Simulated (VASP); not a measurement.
A run of VASP 6.6.1 is set up as follows.

The input INCAR:

```
ALGO = Normal
EDIFF = 1E-7
ENCUT = 520
GGA = PE
ISIF = 2
ISMEAR = 0
LASPH = True
LCHARG = False
LREAL = False
LWAVE = False
NBANDS = 12
NELM = 80
PREC = Accurate
SIGMA = 0.1
```

File KPOINTS:

```
k-points
0
Gamma
  22 22 22
```

Contents of POSCAR:

```
Cu
1.0
    0.0000000000      1.8148862070      1.8148862070
    1.8148862070      0.0000000000      1.8148862070
    1.8148862070      1.8148862070      0.0000000000
Cu
1
Direct
    0.0000000000      0.0000000000      0.0000000000
```

Potentials or basis: VASP PAW PBE potentials, release 64 (Cu).

Launch:

```console
$ cat potpaw_PBE.64/Cu/POTCAR > POTCAR
$ mpirun -np 1 vasp_std > vasp.out
```

(1) Predict the pressure.

Results:

(1) 0.5 GPa.
